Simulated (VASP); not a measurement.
# La3Hf (Pm-3m) in VASP: notebook, part 2 of 2

VASP 6.6.1.

## (3) Single point, PBE+D4

INCAR reads:

```
ALGO = Normal
EDIFF = 1E-7
ENCUT = 520
GGA = PE
ISIF = 2
ISMEAR = -1
IVDW = 13
LASPH = T
LCHARG = T
LELF = T
LREAL = F
LVHAR = T
LWAVE = F
NBANDS = 30
NELM = 80
PREC = Accurate
SIGMA = 0.05
```

KPOINTS reads:

```
k-points
0
Gamma
  3 3 3
```

POSCAR reads:

```
La3Hf
1.0
    5.0451300000      0.0000000000      0.0000000000
    0.0000000000      5.0451300000      0.0000000000
    0.0000000000      0.0000000000      5.0451300000
La Hf
3 1
Direct
    0.0000000000      0.5000000000      0.5000000000
    0.5000000000      0.0000000000      0.5000000000
    0.5000000000      0.5000000000      0.0000000000
    0.0000000000      0.0000000000      0.0000000000
```

Potentials or basis: VASP PAW PBE potentials, release 64 (La, Hf_pv).

Run with:

```console
$ cat potpaw_PBE.64/La/POTCAR potpaw_PBE.64/Hf_pv/POTCAR > POTCAR
$ mpirun -np 1 vasp_std > vasp.out
```

OUTCAR:

```text
EDIFF = 1E-7
   ENCUT = 520
   GGA = PE
   ISIF = 2
   ISMEAR = -1
   IVDW = 13
   LASPH = T
   LREAL = F
   NELM = 80
   PREC = Accurate

 ion  position               nearest neighbor table
   1  0.000  0.500  0.500-   2 3.57   3 3.57   4 3.57   3 3.57   4 3.57   2 3.57   4 3.57   4 3.57
                             2 3.57   3 3.57   3 3.57   2 3.57
   2  0.500  0.000  0.500-   1 3.57   3 3.57   4 3.57   3 3.57   4 3.57   1 3.57   3 3.57   3 3.57
                             1 3.57   4 3.57   4 3.57   1 3.57
   3  0.500  0.500  0.000-   1 3.57   2 3.57   4 3.57   1 3.57   2 3.57   2 3.57   4 3.57   2 3.57
                             1 3.57   4 3.57   1 3.57   4 3.57
   4  0.000  0.000  0.000-   1 3.57   2 3.57   3 3.57   1 3.57   2 3.57   1 3.57   3 3.57   1 3.57
                             2 3.57   3 3.57   2 3.57   3 3.57

  LATTYP: Found a simple cubic cell.
 ALAT       =     5.0451300000

  Lattice vectors:

 A1 = (   5.0451300000,   0.0000000000,   0.0000000000)
 A2 = (   0.0000000000,   5.0451300000,   0.0000000000)
 A3 = (   0.0000000000,   0.0000000000,   5.0451300000)

Analysis of symmetry for initial positions (statically):
=====================================================================
 Subroutine PRICEL returns:
[... 157 lines left out ...]
 cond. band min:       7.8110815224   @ k =   0.3333   0.0000   0.0000
 fundamental gap:      0.3222468555
 Fermi energy:         7.7427137397

 k-point     1 :       0.0000    0.0000    0.0000
  band No.  band energies     occupation
      1     -24.9009      2.00000
      2     -24.5591      2.00000
      3     -24.5591      2.00000
      4     -23.5662      2.00000
      5     -23.5662      2.00000
      6     -23.5662      2.00000
[... 121 lines left out ...]
     29       9.2279      0.00000
     30       9.5028      0.00000

------------------------ aborting loop because EDIFF is reached ----------------------------------------

  DFT-D4 for vdW energy calculation

  Edisp (eV):   -1.11134

  FORCE on cell =-STRESS in cart. coord.  units (eV):
  Direction    XX          YY          ZZ          XY          YZ          ZX
  --------------------------------------------------------------------------------------
  -------------------------------------------------------------------------------------
  Total      -1.68233    -1.68233    -1.68233     0.00000     0.00000    -0.00000
  in kB     -20.98967   -20.98967   -20.98967     0.00000     0.00000    -0.00000
  external pressure =      -20.99 kB  Pullay stress =        0.00 kB

 VOLUME and BASIS-vectors are now :
 -----------------------------------------------------------------------------
  energy-cutoff  :      520.00
  volume of cell :      128.42
      direct lattice vectors                 reciprocal lattice vectors
     5.045130000  0.000000000  0.000000000     0.198210948  0.000000000  0.000000000
     0.000000000  5.045130000  0.000000000     0.000000000  0.198210948  0.000000000
     0.000000000  0.000000000  5.045130000     0.000000000  0.000000000  0.198210948

 POSITION                                       TOTAL-FORCE (eV/Angst)
 -----------------------------------------------------------------------------------
      0.00000      2.52257      2.52257         0.000000      0.000000      0.000000
      2.52257      0.00000      2.52257         0.000000      0.000000      0.000000
      2.52257      2.52257      0.00000         0.000000      0.000000      0.000000
      0.00000      0.00000      0.00000         0.000000      0.000000      0.000000
 -----------------------------------------------------------------------------------
    total drift:                                0.000000     -0.000000     -0.000000

  FREE ENERGIE OF THE ION-ELECTRON SYSTEM (eV)
  ---------------------------------------------------
  free  energy   TOTEN  =       -25.0568429866 eV

  energy  without entropy=      -25.0231924168  energy(sigma->0) =      -25.04001770
```

OSZICAR:

```text
N       E                     dE             d eps       ncg     rms          rms(c)
DAV:   1     0.555248725688E+03    0.55525E+03   -0.15465E+04   240   0.198E+03
DAV:   2     0.767263646339E+02   -0.47852E+03   -0.46804E+03   336   0.405E+02
DAV:   3    -0.137899321070E+02   -0.90516E+02   -0.88059E+02   392   0.194E+02
DAV:   4    -0.244757197119E+02   -0.10686E+02   -0.10326E+02   456   0.664E+01
DAV:   5    -0.260672141251E+02   -0.15915E+01   -0.15680E+01   472   0.262E+01    0.241E+01
DAV:   6    -0.239909930941E+02    0.20762E+01   -0.18686E+01   408   0.150E+01    0.222E+01
DAV:   7    -0.239653880260E+02    0.25605E-01   -0.28195E+00   432   0.100E+01    0.144E+01
DAV:   8    -0.239842920421E+02   -0.18904E-01   -0.80580E-01   400   0.447E+00    0.367E+00
DAV:   9    -0.239429472440E+02    0.41345E-01   -0.34820E-01   384   0.261E+00    0.947E-01
DAV:  10    -0.239452033998E+02   -0.22562E-02   -0.32207E-02   464   0.131E+00    0.593E-01
DAV:  11    -0.239455117950E+02   -0.30840E-03   -0.24460E-03   472   0.326E-01    0.136E-01
DAV:  12    -0.239455126228E+02   -0.82778E-06   -0.61412E-04   424   0.145E-01    0.251E-01
DAV:  13    -0.239455015788E+02    0.11044E-04   -0.11235E-04   456   0.640E-02    0.492E-02
DAV:  14    -0.239455009693E+02    0.60956E-06   -0.14714E-05   424   0.221E-02    0.365E-02
DAV:  15    -0.239455005172E+02    0.45207E-06   -0.39907E-06   472   0.129E-02    0.857E-03
DAV:  16    -0.239455003441E+02    0.17309E-06   -0.18425E-07   264   0.399E-03    0.482E-03
DAV:  17    -0.239455001666E+02    0.17750E-06   -0.97236E-08   232   0.409E-03    0.104E-03
DAV:  18    -0.239455001731E+02   -0.64524E-08   -0.29902E-08   216   0.287E-03
   1 F= -.25056843E+02 E0= -.25040018E+02  d E =-.336506E-01
```

Wall time 45 s (1 thread of Intel Xeon Platinum 8375C at 2.90GHz (Ice Lake), shared host); peak memory 0.24 GiB.

Results:

```
Free energy                : -25.0568 eV
Pressure                   : -2.1 GPa
Dispersion energy per atom : -0.278 eV
```

Levels at points of the mesh, in eV from the Fermi level:
| k point | band 19 | band 20 | band 21 | band 22 | band 23 | band 24 | band 25 | band 26 |
| --- | --- | --- | --- | --- | --- | --- | --- | --- |
| (0.00, 0.00, 0.00) | -2.14 | -1.67 | -1.67 | -1.67 | 1.35 | 1.35 | 1.35 | 1.65 |

Caveat: the k points lie up to 0.42 Å⁻¹ apart; spin-orbit coupling is left out, which moves the levels of the heavy elements; pairwise dispersion overbinds metals, which lowers pressure and volume.

## (4) Single point, PBE+D4

INCAR reads:

```
  PREC = Accurate
  ENCUT = 520
  EDIFF = 1E-7
  ISMEAR = -1
  SIGMA = 0.05
  LREAL = F
  LASPH = T
  NELM = 60
  ALGO = Normal
  ISIF = 2
  LWAVE = F
  LCHARG = F
  GGA = PE
  IVDW = 13
  NBANDS = 30
```

KPOINTS reads:

```
Automatic mesh
0
Gamma
  4 4 4
```

POSCAR is that of step 3.

Run with:

```console
$ cat potpaw_PBE.64/La/POTCAR potpaw_PBE.64/Hf_pv/POTCAR > POTCAR
$ mpirun -np 1 vasp_std > vasp.out
```

It took 67 s on 1 thread of Intel Xeon Platinum 8375C at 2.90GHz (Ice Lake), shared host; peak memory 0.26 GiB.

It converged, with:

* Free energy: -24.9545 eV
* Pressure: -1.5 GPa
* Dispersion energy per atom: -0.278 eV

Levels at points of the mesh, in eV from the Fermi level:
```
           k point  band 18  band 19  band 20  band 21  band 22  band 23  band 24  band 25  band 26  band 27
(0.00, 0.00, 0.00)    -2.07    -2.07    -1.63    -1.63    -1.63     1.39     1.39     1.39     1.68     1.86
(0.50, 0.00, 0.00)    -1.15    -0.80    -0.70    -0.51     0.06     0.06     0.39     0.39     0.56     1.38
(0.50, 0.50, 0.00)    -0.56    -0.56    -0.35     0.07     0.15     0.15     0.26     0.26     0.37     0.71
(0.50, 0.50, 0.50)    -1.72    -1.72     0.90     0.90     1.09     1.09     1.09     1.46     1.47     1.47
```

Caveat: spin-orbit coupling is left out, which moves the levels of the heavy elements; pairwise dispersion overbinds metals, which lowers pressure and volume.

## (5) Overview

| k mesh | gap on the mesh (eV) | pressure (GPa) |
| --- | --- | --- |
| 2 × 2 × 2 | none | 1.3 |
| 3 × 3 × 3 | none | -2.1 |
| 4 × 4 × 4 | none | -1.5 |

Alike in all rows: task single point; level PBE+D4; potentials or basis VASP PAW PBE potentials, release 64 (La, Hf_pv); no spin polarisation; cell as given; cutoff (eV) 520; smearing fermi-dirac 0.05 eV.

Caveats: some runs use coarse meshes; spin-orbit coupling is left out, which moves the levels of the heavy elements; pairwise dispersion overbinds metals, which lowers pressure and volume.

Absolute energies hang on the potentials; compare differences alone.
